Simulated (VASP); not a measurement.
# Zn (Im-3m) in VASP: notebook, part 2 of 3

VASP 6.6.1. Earlier steps stand in the parts before.

**5. Relaxation of cell and atoms, LDA**

This run uses another cell than the first one, of 13.46 Å³/atom, 0.986 times its volume.

INCAR reads:

```
PREC = Accurate
ENCUT = 600
EDIFF = 1E-7
ISMEAR = 0
SIGMA = 0.1
LREAL = False
LASPH = True
NELM = 60
ALGO = Normal
ISIF = 3
LWAVE = False
LCHARG = False
IBRION = 2
NSW = 100
EDIFFG = -0.005
```

KPOINTS reads:

```
regular mesh
0
Gamma
  20 20 20
```

POSCAR reads:

```
Zn
1.0
   -1.4986229057      1.4986229057      1.4986229057
    1.4986229057     -1.4986229057      1.4986229057
    1.4986229057      1.4986229057     -1.4986229057
Zn
1
Direct
    0.0000000000      0.0000000000      0.0000000000
```

Potentials or basis: VASP PAW LDA potentials, release 64 (Zn).

The run is started by

```console
$ cat potpaw_LDA.64/Zn/POTCAR > POTCAR
$ mpirun -np 1 vasp_std > vasp.out
```

OUTCAR:

```text
PREC = Accurate
   ENCUT = 600
   EDIFF = 1E-7
   ISMEAR = 0
   LREAL = False
   LASPH = True
   NELM = 60
   ISIF = 3
   IBRION = 2
   NSW = 100
   EDIFFG = -0.005

 ion  position               nearest neighbor table
   1  0.000  0.000  0.000-

  LATTYP: Found a body centered cubic cell.
 ALAT       =     2.9972458114

  Lattice vectors:

 A1 = (  -1.4986229057,   1.4986229057,   1.4986229057)
 A2 = (   1.4986229057,  -1.4986229057,   1.4986229057)
 A3 = (   1.4986229057,   1.4986229057,  -1.4986229057)

Analysis of symmetry for initial positions (statically):
=====================================================================
 Subroutine PRICEL returns:
 Original cell was already a primitive cell.

 Routine SETGRP: Setting up the symmetry group for a
 body centered cubic supercell.

 Subroutine GETGRP returns: Found 48 space group operations
 (whereof 48 operations were pure point group operations)
 out of a pool of 48 trial point group operations.

The static configuration has the point symmetry O_h .

Analysis of symmetry for dynamics (positions and initial velocities):
=====================================================================
 Subroutine PRICEL returns:
 Original cell was already a primitive cell.

 Routine SETGRP: Setting up the symmetry group for a
 body centered cubic supercell.

 Subroutine GETGRP returns: Found 48 space group operations
 (whereof 48 operations were pure point group operations)
 out of a pool of 48 trial point group operations.

The dynamic configuration has the point symmetry O_h .

 Subroutine INISYM returns: Found 48 space group operations
 (whereof 48 operations are pure point group operations),
 and found     1 'primitive' translations

----------------------------------------------------------------------------------------

                                     Primitive cell

  volume of cell :      13.4629
[... 126 lines left out ...]

--------------------------------------- Ionic step        1  -------------------------------------------

 number of electron      11.9999999 magnetization

 Free energy of the ion-electron system (eV)
  ---------------------------------------------------
  ext. energy  EPLUGINS =         0.00000000
  ---------------------------------------------------
  free energy    TOTEN  =        -1.77654316 eV

  energy without entropy =       -1.77536273  energy(sigma->0) =       -1.77595294

------------------------ aborting loop because EDIFF is reached ----------------------------------------

  FORCE on cell =-STRESS in cart. coord.  units (eV):
  Direction    XX          YY          ZZ          XY          YZ          ZX
  --------------------------------------------------------------------------------------
  -------------------------------------------------------------------------------------
  Total        0.1674902      0.1674902      0.1674902     -0.0000000      0.0000000     -0.0000000
  in kB       19.9325516     19.9325516     19.9325516     -0.0000000      0.0000000     -0.0000000
  external PRESSURE =      19.9325516 kB  Pullay stress =       0.0000000 kB
[... 57 lines left out ...]
--------------------------------------- Ionic step        3  -------------------------------------------

 number of electron      12.0000006 magnetization

 Free energy of the ion-electron system (eV)
  ---------------------------------------------------
  ext. energy  EPLUGINS =         0.00000000
  ---------------------------------------------------
  free energy    TOTEN  =        -1.77821202 eV

  energy without entropy =       -1.77682998  energy(sigma->0) =       -1.77752100

 E-fermi :   3.8690     XC(G=0): -12.4527

 val. band max:        3.8445566478   @ k =   0.3500   0.3000   0.0000
 cond. band min:       3.8822465729   @ k =  -0.4500  -0.4500   0.1500
 fundamental gap:      0.0376899251
 Fermi energy:         3.8690022968

 k-point     1 :       0.0000    0.0000    0.0000
  band No.  band energies     occupation
      1      -7.5718      2.00000
      2      -4.4377      2.00000
      3      -4.4377      2.00000
      4      -4.4377      2.00000
      5      -3.8177      2.00000
      6      -3.8177      2.00000
      7      24.5096      0.00000
      8      24.5096      0.00000
      9      24.5096      0.00000
     10      25.6394      0.00000
[... 287 lines left out ...]
 k-point    24 :       0.2500    0.1000    0.0000
  band No.  band energies     occupation
      1      -5.2193      2.00000
      2      -4.6636      2.00000
      3      -4.1602      2.00000
      4      -3.9221      2.00000
      5      -3.7748      2.00000
      6      -3.1707      2.00000
      7      10.2867      0.00000
      8      14.9830      0.00000
      9      17.8376      0.00000
     10      22.5781      0.00000

 [... further k-points ...]

------------------------ aborting loop because EDIFF is reached ----------------------------------------

  FORCE on cell =-STRESS in cart. coord.  units (eV):
  Direction    XX          YY          ZZ          XY          YZ          ZX
  --------------------------------------------------------------------------------------
  -------------------------------------------------------------------------------------
  Total       -0.0000565     -0.0000565     -0.0000565     -0.0000000      0.0000000     -0.0000000
  in kB       -0.0065934     -0.0065934     -0.0065934     -0.0000000      0.0000000     -0.0000000
  external PRESSURE =      -0.0065934 kB  Pullay stress =       0.0000000 kB
[... 16 lines left out ...]
  FREE ENERGIE OF THE ION-ELECTRON SYSTEM (eV)
  ---------------------------------------------------
  free  energy   TOTEN  =        -1.7782120180 eV

  energy  without entropy=       -1.7768299813  energy(sigma->0) =       -1.77752100

 reached required accuracy - stopping structural energy minimisation
```

OSZICAR:

```text
N       E                     dE             d eps       ncg     rms          rms(c)
DAV:   1     0.370894908860E+02    0.37089E+02   -0.75372E+03  5200   0.218E+03
DAV:   2    -0.122039318404E+01   -0.38310E+02   -0.36823E+02  5168   0.220E+02
DAV:   3    -0.192999330611E+01   -0.70960E+00   -0.70867E+00  5792   0.326E+01
[... 20 lines left out ...]
DAV:   2    -0.177856963987E+01    0.26072E-02   -0.13113E-02  5662   0.267E+00    0.124E-01
DAV:   3    -0.177831822429E+01    0.25142E-03   -0.16302E-04  5648   0.258E-01    0.678E-02
DAV:   4    -0.177821179000E+01    0.10643E-03   -0.36269E-05  7142   0.103E-01    0.236E-03
DAV:   5    -0.177821199022E+01   -0.20022E-06   -0.11144E-06  5324   0.118E-02    0.878E-04
DAV:   6    -0.177821201799E+01   -0.27775E-07   -0.19819E-08  2868   0.212E-03
   3 F= -.17782120E+01 E0= -.17775210E+01  d E =-.166886E-02
```

Run time: 24 s. Hardware: 1 thread of Intel Xeon 6975P-C (Granite Rapids), shared host; peak memory 0.16 GiB.

What came out:

```
Free energy                            : -1.7782 eV
Relaxed volume                         : 13.74 Å³/atom
Relaxed cell                           : a = 2.613 Å, b = 2.613 Å, c = 2.613 Å, α = 109.47°, β = 109.47°, γ = 109.47°
Space group after relaxing (to 0.05 Å) : Im-3m (No. 229)
Energy gained by relaxing              : 1.7 meV/atom
Ionic steps                            : 3
Pressure after relaxing                : 0.0 GPa
Band gap on the k mesh                 : zero (band 6 reaches 8.09 eV, above the bottom of band 7 at 2.93 eV)
```

Step by step:
```tsv
step	energy change (eV)	largest force (eV/Å)	pressure (GPa)	volume (Å³)
1	0.0000	0.0000	1.99	13.46
2	-0.0016	0.0000	-0.37	13.79
3	-0.0017	0.0000	0.00	13.74
```

Final structure:
```
CELL_PARAMETERS angstrom
-1.50871 1.50871 1.50871
1.50871 -1.50871 1.50871
1.50871 1.50871 -1.50871
ATOMIC_POSITIONS crystal
Zn 0.00000 0.00000 0.00000
```

(Continued in part 3 of 3.)
